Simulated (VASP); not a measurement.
# CoW3 (Fm-3m) in VASP: a series of runs, part 2 of 3

VASP 6.6.1. The steps go on from the part before.

## (4) Single point, PBEsol

This run uses another cell than the first one, of 17.11 Å³/atom, 1.135 times its volume.

Contents of INCAR:

```
SYSTEM = CoW3
PREC = Accurate
ENCUT = 520
EDIFF = 1E-6
ISMEAR = 0
SIGMA = 0.1
LREAL = .False.
LASPH = .True.
NELM = 80
ALGO = Fast
ISIF = 2
LWAVE = .False.
LCHARG = .True.
GGA = PS
LELF = .True.
LVHAR = .True.
NBANDS = 34
```

Contents of KPOINTS:

```
Automatic mesh
0
Gamma
  12 12 12
  0 0 0
```

Contents of POSCAR:

```
CoW3
1.0
    0.0000000000      3.2463384350      3.2463384350
    3.2463384350      0.0000000000      3.2463384350
    3.2463384350      3.2463384350      0.0000000000
W Co
3 1
Direct
    0.2500000000      0.2500000000      0.2500000000
    0.7500000000      0.7500000000      0.7500000000
    0.5000000000      0.5000000000      0.5000000000
    0.0000000000      0.0000000000      0.0000000000
```

Potentials or basis: VASP PAW PBE potentials, release 64 (W_sv, Co).

Command:

```bash
$ cat potpaw_PBE.64/W_sv/POTCAR potpaw_PBE.64/Co/POTCAR > POTCAR
$ mpirun -np 1 vasp_std > vasp.out
```

OUTCAR:

```text
SYSTEM = CoW3
   PREC = Accurate
   ENCUT = 520
   EDIFF = 1E-6
   ISMEAR = 0
   LREAL = .False.
   LASPH = .True.
   NELM = 80
   ISIF = 2
   GGA = PS

 ion  position               nearest neighbor table
   1  0.250  0.250  0.250-   4 2.81   4 2.81   4 2.81   3 2.81   4 2.81   3 2.81   3 2.81   3 2.81
                             2 3.25   2 3.25   2 3.25   2 3.25   2 3.25   2 3.25
   2  0.750  0.750  0.750-   3 2.81   3 2.81   3 2.81   3 2.81   4 2.81   4 2.81   4 2.81   4 2.81
                             1 3.25   1 3.25   1 3.25   1 3.25   1 3.25   1 3.25
   3  0.500  0.500  0.500-   1 2.81   1 2.81   1 2.81   1 2.81   2 2.81   2 2.81   2 2.81   2 2.81
                             4 3.25   4 3.25   4 3.25   4 3.25   4 3.25   4 3.25
   4  0.000  0.000  0.000-   2 2.81   2 2.81   2 2.81   1 2.81   2 2.81   1 2.81   1 2.81   1 2.81
                             3 3.25   3 3.25   3 3.25   3 3.25   3 3.25   3 3.25

  LATTYP: Found a face centered cubic cell.
 ALAT       =     6.4926768700

  Lattice vectors:

 A1 = (   0.0000000000,   3.2463384350,   3.2463384350)
 A2 = (   3.2463384350,   0.0000000000,   3.2463384350)
 A3 = (   3.2463384350,   3.2463384350,   0.0000000000)

Analysis of symmetry for initial positions (statically):
=====================================================================
 Subroutine PRICEL returns:
 Original cell was already a primitive cell.

 Routine SETGRP: Setting up the symmetry group for a
 face centered cubic supercell.

 Subroutine GETGRP returns: Found 48 space group operations
[... 9 lines left out ...]

 Routine SETGRP: Setting up the symmetry group for a
 face centered cubic supercell.

 Subroutine GETGRP returns: Found 48 space group operations
[... 11 lines left out ...]
                                     Primitive cell

  volume of cell :      68.4245

  direct lattice vectors                    reciprocal lattice vectors
     0.000000000  3.246338435  3.246338435    -0.154019678  0.154019678  0.154019678
     3.246338435  0.000000000  3.246338435     0.154019678 -0.154019678  0.154019678
     3.246338435  3.246338435  0.000000000     0.154019678  0.154019678 -0.154019678

  length of vectors
     4.591015843  4.591015843  4.591015843     0.266769907  0.266769907  0.266769907

  position of ions in fractional coordinates (direct lattice)
     0.250000000  0.250000000  0.250000000
     0.750000000  0.750000000  0.750000000
     0.500000000  0.500000000  0.500000000
     0.000000000  0.000000000  0.000000000

  ion indices of the primitive-cell ions
   primitive index   ion index
                 1           1
                 2           2
                 3           3
                 4           4

----------------------------------------------------------------------------------------

 KPOINTS: Automatic mesh

Automatic generation of k-mesh.
 Grid dimensions read from file:
 generate k-points for:   12   12   12

 Generating k-lattice:

  Cartesian coordinates                     Fractional coordinates (reciprocal lattice)
    -0.012834973  0.012834973  0.012834973     0.083333333  0.000000000  0.000000000
     0.012834973 -0.012834973  0.012834973     0.000000000  0.083333333  0.000000000
     0.012834973  0.012834973 -0.012834973     0.000000000  0.000000000  0.083333333

  Length of vectors
     0.022230826  0.022230826  0.022230826

  Shift w.r.t. Gamma in fractional coordinates (k-lattice)
     0.000000000  0.000000000  0.000000000

 Subroutine IBZKPT returns following result:
 ===========================================

 Found     72 irreducible k-points:

 Following reciprocal coordinates:
            Coordinates               Weight
  0.000000  0.000000  0.000000      1.000000
  0.083333  0.000000  0.000000      8.000000
  0.166667  0.000000  0.000000      8.000000
  0.250000  0.000000  0.000000      8.000000
  0.333333  0.000000  0.000000      8.000000
  0.416667  0.000000  0.000000      8.000000
[... 16 lines left out ...]
  0.500000  0.166667  0.000000     24.000000
 -0.416667  0.166667  0.000000     24.000000
 [... further k-points ...]
   k-points           NKPTS =     72   k-points in BZ     NKDIM =     72   number of bands    NBANDS=     34
   number of dos      NEDOS =    301   number of ions     NIONS =      4
   total plane-waves  NPLWV =  46656
   dimension x,y,z NGX =    36 NGY =   36 NGZ =   36
   dimension x,y,z NGXF=    72 NGYF=   72 NGZF=   72
   ions per type =               3   1
   NGX,Y,Z   is equivalent  to a cutoff of  13.04, 13.04, 13.04 a.u.
   NGXF,Y,Z  is equivalent  to a cutoff of  26.07, 26.07, 26.07 a.u.
 SYSTEM =  CoW3
   PREC   = accura    normal or accurate (medium, high low for compatibility)
   ISTART =      0    job   : 0-new  1-cont  2-samecut
   ICHARG =      2    charge: 1-file 2-atom 10-const
   ISPIN  =      1    spin polarized calculation?
   LNONCOLLINEAR =      F non collinear calculations
   LSORBIT =      F    spin-orbit coupling
   LASPH  =      T    aspherical Exc in radial PAW
   ENCUT  =  520.0 eV  38.22 Ry    6.18 a.u.   8.54  8.54  8.54*2*pi/ulx,y,z
   NELM   =     80;   NELMIN=  2; NELMDL= -5     # of ELM steps
   EDIFF  = 0.1E-05   stopping-criterion for ELM
   LREAL  =      F    real-space projection
   EDIFFG = 0.1E-04   stopping-criterion for IOM
   NSW    =      0    number of steps for IOM
   IBRION =     -1    ionic relax: 0-MD 1-quasi-New 2-CG
   NFREE  =      0    steps in history (QN), initial steepest desc. (CG)
   ISIF   =      2    stress and relaxation
   ISYM   =      2    0-nonsym 1-usesym 2-fastsym
   POTIM  = 0.5000    time-step for ionic-motion
   TEBEG  =    0.0;   TEEND  =   0.0 temperature during run
   PSTRESS=    0.0 pullay stress
   NELECT =      51.0000    total number of electrons
   NUPDOWN=      -1.0000    fix difference up-down
   EMIN   =  10.00;   EMAX   =-10.00  energy-range for DOS
   EFERMI =   0.00;   METHOD = LEGACY
   ISMEAR =     0;   SIGMA  =   0.10  broadening in eV -4-tet -1-fermi 0-gaus
   EFERMI_NEDOS =   21; number of points for ismear=-14 and -15
   IALGO  =     68    algorithm
   IMIX   =      4    mixing-type and parameters
     AMIX     =   0.40;   BMIX     =  1.00
     AMIX_MAG =   1.60;   BMIX_MAG =  1.00
  volume/ion in A,a.u.               =      17.11       115.44
  Fermi-wavevector in a.u.,A,eV,Ry     =   1.484321  2.804960 29.976467  2.203208
  Thomas-Fermi vector in A             =   2.597872
   LORBIT       =      0    0 simple, 1 ext, 2 COOP (PROOUT), +10 PAW based schemes
   GGA     = PS    functional components
   LHFCALC =     F    Hartree Fock is set to
   AEXX    =    0.0000 exact exchange contribution
   IVDW    =     0    specifies the selected vdW correction
   LEPSILON=     F    determine dielectric tensor
   LRPA    =     F    only Hartree local field effects (RPA)
 non-spin polarized calculation
 RMM-DIIS sequential band-by-band and
 Gauss-broadening in eV      SIGMA  =   0.10
  energy-cutoff  :      520.00
  volume of cell :       68.42
 maximum number of plane-waves:      1868
 NGX is ok and might be reduce to    36
   NGX = 17   NGY = 17   NGZ = 17

 number of electron      51.0000000 magnetization

 Free energy of the ion-electron system (eV)
  ---------------------------------------------------
  ext. energy  EPLUGINS =         0.00000000
  ---------------------------------------------------
  free energy    TOTEN  =       -46.74486512 eV

  energy without entropy =      -46.71010792  energy(sigma->0) =      -46.72748652

 E-fermi :   8.8154     XC(G=0): -12.8371

 val. band max:        8.8140723505   @ k =   0.5000   0.1667   0.0000
 cond. band min:       8.8304525732   @ k =  -0.4167   0.2500   0.0000
 fundamental gap:      0.0163802227
 Fermi energy:         8.8154099788

 k-point     1 :       0.0000    0.0000    0.0000
  band No.  band energies     occupation
      1     -65.5448      2.00000
      2     -65.5202      2.00000
      3     -65.0804      2.00000
      4     -29.7094      2.00000
      5     -29.7094      2.00000
      6     -29.7094      2.00000
[... 26 lines left out ...]
     33      11.7945      0.00000
     34      14.1295      0.00000

 k-point     2 :       0.0833    0.0000    0.0000
  band No.  band energies     occupation
      1     -65.5442      2.00000
      2     -65.5205      2.00000
      3     -65.0808      2.00000
      4     -29.7479      2.00000
      5     -29.7310      2.00000
      6     -29.7310      2.00000
[... 26 lines left out ...]
     33      11.9514      0.00000
     34      14.3305      0.00000
[... 775 lines left out ...]
     33      11.6612      0.00000
     34      12.3922      0.00000

 k-point    24 :      -0.4167    0.1667    0.0000
  band No.  band energies     occupation
      1     -65.5304      2.00000
      2     -65.5285      2.00000
      3     -65.0867      2.00000
      4     -29.8246      2.00000
      5     -29.8210      2.00000
      6     -29.7564      2.00000
[... 26 lines left out ...]
     33      11.9395      0.00000
     34      12.3278      0.00000

 [... further k-points ...]
[... 5 lines left out ...]
  --------------------------------------------------------------------------------------
  -------------------------------------------------------------------------------------
  Total      -14.9634595    -14.9634595    -14.9634595      0.0000000      0.0000000     -0.0000000
  in kB     -350.3734728   -350.3734728   -350.3734728      0.0000000      0.0000000     -0.0000000
  external PRESSURE =    -350.3734728 kB  Pullay stress =       0.0000000 kB

 VOLUME and BASIS-vectors are now :
 -----------------------------------------------------------------------------
  energy-cutoff  :      520.00
  volume of cell :       68.42
      direct lattice vectors                 reciprocal lattice vectors
     0.000000000  3.246338435  3.246338435    -0.154019678  0.154019678  0.154019678
     3.246338435  0.000000000  3.246338435     0.154019678 -0.154019678  0.154019678
     3.246338435  3.246338435  0.000000000     0.154019678  0.154019678 -0.154019678

 POSITION                                       TOTAL-FORCE (eV/Angst)
 -----------------------------------------------------------------------------------
      1.62317      1.62317      1.62317        -0.000000      0.000000     -0.000000
      4.86951      4.86951      4.86951         0.000000      0.000000      0.000000
      3.24634      3.24634      3.24634        -0.000000     -0.000000     -0.000000
      0.00000      0.00000      0.00000        -0.000000     -0.000000     -0.000000
 -----------------------------------------------------------------------------------
    total drift:                                0.000000      0.000000      0.000000

  FREE ENERGIE OF THE ION-ELECTRON SYSTEM (eV)
  ---------------------------------------------------
  free  energy   TOTEN  =       -46.7448651221 eV

  energy  without entropy=      -46.7101079234  energy(sigma->0) =      -46.72748652
```

OSZICAR:

```text
N       E                     dE             d eps       ncg     rms          rms(c)
DAV:   1     0.587894316902E+03    0.58789E+03   -0.27990E+04  4928   0.173E+03
DAV:   2    -0.166567315607E+02   -0.60455E+03   -0.58865E+03  5066   0.526E+02
DAV:   3    -0.496622020607E+02   -0.33005E+02   -0.30921E+02  5834   0.123E+02
DAV:   4    -0.512106558839E+02   -0.15485E+01   -0.15023E+01  6424   0.240E+01
[... 11 lines left out ...]
RMM:  16    -0.467448690187E+02    0.81070E-04   -0.37379E-04  7136   0.866E-02    0.503E-02
RMM:  17    -0.467448708575E+02   -0.18388E-05   -0.11177E-04  7554   0.409E-02    0.395E-02
RMM:  18    -0.467448637885E+02    0.70690E-05   -0.27996E-05  6048   0.338E-02    0.272E-03
RMM:  19    -0.467448649934E+02   -0.12049E-05   -0.12373E-05  5799   0.150E-02    0.306E-03
RMM:  20    -0.467448651221E+02   -0.12872E-06   -0.18061E-06  3849   0.912E-03
   1 F= -.46744865E+02 E0= -.46727487E+02  d E =-.347572E-01
```

Wall time 3.3 min (1 thread of AMD EPYC 9R45 (Zen 5), shared host); peak memory 0.27 GiB.

What came out:

```
Free energy : -46.7449 eV
Pressure    : -35.0 GPa
```

Levels at points of the mesh, in eV from the Fermi level:
| k point | band 23 | band 24 | band 25 | band 26 | band 27 | band 28 | band 29 | band 30 |
| --- | --- | --- | --- | --- | --- | --- | --- | --- |
| (0.00, 0.00, 0.00) | -1.19 | -1.19 | -0.22 | -0.22 | 2.63 | 2.63 | 2.87 | 2.87 |
| (0.50, 0.00, 0.00) | -2.06 | -2.06 | 0.15 | 0.15 | 0.81 | 0.81 | 1.00 | 2.33 |
| (0.50, 0.50, 0.00) | -0.53 | -0.41 | -0.41 | -0.30 | 0.51 | 0.51 | 0.86 | 1.50 |

Caveat: the PAW data sets were made with another functional, which shifts forces and pressure a little; spin-orbit coupling is left out, which moves the levels of the heavy elements.

(Continued in part 3 of 3.)
